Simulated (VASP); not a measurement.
# AlN (C2) in VASP: further runs, part 2 of 2

VASP 6.6.1. Earlier steps stand in the parts before.

## (3) Single point, PBEsol (mode 4 frozen in at -0.038 Å, strain +e along z and -e/2 along x and y -0.0467)

Contents of INCAR:

```
SYSTEM = AlN
PREC     = Accurate       ! precision mode
ENCUT    = 520            ! plane-wave cutoff, eV
EDIFF    = 1E-7           ! SCF threshold, eV
ISMEAR   = 0              ! smearing method
SIGMA    = 0.05           ! smearing width, eV
LREAL    = .FALSE.        ! projectors in reciprocal space
LASPH    = .TRUE.         ! aspherical terms in the spheres
NELM     = 80             ! most SCF steps
ALGO     = Normal         ! electronic algorithm
ISIF     = 2              ! what is computed and relaxed
LWAVE    = .FALSE.        ! write WAVECAR
LCHARG   = .FALSE.        ! write CHGCAR
GGA      = PS             ! functional
NBANDS   = 11             ! bands
```

Contents of KPOINTS:

```
regular mesh
0
G
  10 10 10
  0 0 0
```

Contents of POSCAR:

```
AlN
1.0
    0.0000000000      2.0864464112      2.2397618115
    2.2397618115      0.0000000000      2.2397618115
    2.2397618115      2.0864464112      0.0000000000
Al N
1 1
Direct
   -0.0045066557      0.0045066557      0.0045066557
    0.7586811240      0.7413188760      0.7413188760
```

Potentials or basis: VASP PAW PBE potentials, release 64 (Al, N).

Command:

```
> cat potpaw_PBE.64/Al/POTCAR potpaw_PBE.64/N/POTCAR > POTCAR
> mpirun -np 1 vasp_std > vasp.out
```

OUTCAR:

```text
SYSTEM = AlN
   PREC = Accurate
   ENCUT = 520
   EDIFF = 1E-7
   ISMEAR = 0
   LREAL = .FALSE.
   LASPH = .TRUE.
   NELM = 80
   ISIF = 2
   GGA = PS

 ion  position               nearest neighbor table
   1  0.995  0.005  0.005-   2 1.86   2 1.86   2 1.93   2 1.93
   2  0.759  0.741  0.741-   1 1.86   1 1.86   1 1.93   1 1.93

  LATTYP: Found a body centered tetragonal cell.
 ALAT       =     3.1675015303
 C/A-ratio  =     1.3174083051

  Lattice vectors:

 A1 = (   0.0000000000,  -2.0864464112,   2.2397618115)
 A2 = (   0.0000000000,  -2.0864464112,  -2.2397618115)
 A3 = (   2.2397618115,   2.0864464112,   0.0000000000)

Analysis of symmetry for initial positions (statically):
=====================================================================
 Subroutine PRICEL returns:
 Original cell was already a primitive cell.

 Routine SETGRP: Setting up the symmetry group for a
 body centered tetragonal supercell.

 Subroutine GETGRP returns: Found  2 space group operations
 (whereof  2 operations were pure point group operations)
 out of a pool of 16 trial point group operations.

The static configuration has the point symmetry C_2 .

Analysis of symmetry for dynamics (positions and initial velocities):
=====================================================================
 Subroutine PRICEL returns:
 Original cell was already a primitive cell.

 Routine SETGRP: Setting up the symmetry group for a
 body centered tetragonal supercell.

 Subroutine GETGRP returns: Found  2 space group operations
 (whereof  2 operations were pure point group operations)
 out of a pool of 16 trial point group operations.

The dynamic configuration has the point symmetry C_2 .

 Subroutine INISYM returns: Found  2 space group operations
 (whereof  2 operations are pure point group operations),
 and found     1 'primitive' translations

----------------------------------------------------------------------------------------

                                     Primitive cell

  volume of cell :      20.9335
[... 112 lines left out ...]
  Thomas-Fermi vector in A             =   2.324161
   LORBIT       =      0    0 simple, 1 ext, 2 COOP (PROOUT), +10 PAW based schemes
   GGA     = PS    functional components
   LHFCALC =     F    Hartree Fock is set to
   AEXX    =    0.0000 exact exchange contribution
   IVDW    =     0    specifies the selected vdW correction
   LEPSILON=     F    determine dielectric tensor
   LRPA    =     F    only Hartree local field effects (RPA)
 non-spin polarized calculation
 Gauss-broadening in eV      SIGMA  =   0.05
  energy-cutoff  :      520.00
  volume of cell :       20.93
 maximum number of plane-waves:       588
   NGX = 11   NGY = 11   NGZ = 11

 number of electron       8.0000000 magnetization

 Free energy of the ion-electron system (eV)
  ---------------------------------------------------
  ext. energy  EPLUGINS =         0.00000000
  ---------------------------------------------------
  free energy    TOTEN  =       -15.56149675 eV

  energy without entropy =      -15.56149675  energy(sigma->0) =      -15.56149675

 E-fermi :   6.4141     XC(G=0): -11.1119

 val. band max:        6.0925349863   @ k =   0.0000   0.0000   0.0000
 cond. band min:       8.8623039988   @ k =   0.5000   0.0000   0.5000
 fundamental gap:      2.7697690125
 Fermi energy:         6.4141492236

 k-point     1 :       0.0000    0.0000    0.0000
  band No.  band energies     occupation
      1      -9.0890      2.00000
      2       5.6920      2.00000
      3       5.7710      2.00000
      4       6.0925      2.00000
      5       9.9131      0.00000
      6      18.2257      0.00000
      7      18.3160      0.00000
      8      18.3202      0.00000
      9      22.2498      0.00000
     10      23.8764      0.00000
     11      23.8840      0.00000
[... 309 lines left out ...]
 k-point    24 :      -0.1000   -0.1000    0.3000
  band No.  band energies     occupation
      1      -7.4005      2.00000
      2       0.9171      2.00000
      3       4.9193      2.00000
      4       5.4806      2.00000
      5      13.0162      0.00000
      6      14.9196      0.00000
      7      17.0825      0.00000
      8      18.4856      0.00000
      9      22.3164      0.00000
     10      24.1118      0.00000
     11      25.4259      0.00000

 [... further k-points ...]
[... 5 lines left out ...]
  --------------------------------------------------------------------------------------
  -------------------------------------------------------------------------------------
  Total       -0.3136243      0.6964551     -0.2270593      0.0000000     -0.5293887      0.0000000
  in kB      -24.0037647     53.3043654    -17.3783709      0.0000000    -40.5176599      0.0000000
  external PRESSURE =       3.9740766 kB  Pullay stress =       0.0000000 kB

 VOLUME and BASIS-vectors are now :
 -----------------------------------------------------------------------------
  energy-cutoff  :      520.00
  volume of cell :       20.93
      direct lattice vectors                 reciprocal lattice vectors
     0.000000000  2.086446411  2.239761812    -0.223238024  0.239641909  0.223238024
     2.239761812  0.000000000  2.239761812     0.223238024 -0.239641909  0.223238024
     2.239761812  2.086446411  0.000000000     0.223238024  0.239641909 -0.223238024

 POSITION                                       TOTAL-FORCE (eV/Angst)
 -----------------------------------------------------------------------------------
      0.02019      2.08645      2.23976        -0.869806     -0.000000      0.000000
      3.32076      3.12967      3.35964         0.869806      0.000000     -0.000000
 -----------------------------------------------------------------------------------
    total drift:                                0.000065      0.000000     -0.000000

  FREE ENERGIE OF THE ION-ELECTRON SYSTEM (eV)
  ---------------------------------------------------
  free  energy   TOTEN  =       -15.5614967450 eV

  energy  without entropy=      -15.5614967450  energy(sigma->0) =      -15.56149675
```

Run time: 2 min. Hardware: 1 thread of AMD EPYC 7R13, shared host; peak memory 0.15 GiB.

Results:

```yaml
Free_energy: -15.5615 eV
Pressure: 0.4 GPa
Largest_force: 0.870 eV/Å
Band_gap_on_the_k_mesh: 2.77 eV, indirect (least direct gap 3.82 eV)
```

Forces in eV/Å, atoms in the order of the input:
```
Al  -0.870  0.000  0.000
N    0.870  0.000  0.000
```

Levels at points of the mesh, in eV from the valence-band top:
| k point | band 2 | band 3 | band 4 | band 5 | band 6 | band 7 |
| --- | --- | --- | --- | --- | --- | --- |
| (0.00, 0.00, 0.00) | -0.40 | -0.32 | 0.00 | 3.82 | 12.13 | 12.22 |
| (0.50, 0.00, 0.00) | -6.09 | -1.02 | -0.55 | 6.84 | 9.55 | 10.08 |
| (0.00, 0.50, 0.00) | -6.18 | -1.01 | -0.36 | 6.79 | 9.46 | 10.19 |
| (0.50, 0.50, 0.00) | -5.41 | -1.82 | -1.82 | 3.07 | 8.55 | 13.08 |
| (0.00, 0.50, 0.50) | -5.40 | -1.94 | -1.72 | 3.08 | 8.57 | 13.08 |
| (0.50, 0.00, 0.50) | -4.73 | -2.41 | -2.40 | 2.77 | 7.45 | 14.34 |

Caveat: the cell differs from its parent crystal (mode 4 frozen in at -0.038 Å, strain +e along z and -e/2 along x and y -0.0467); the PAW data sets were made with another functional, which shifts forces and pressure a little.
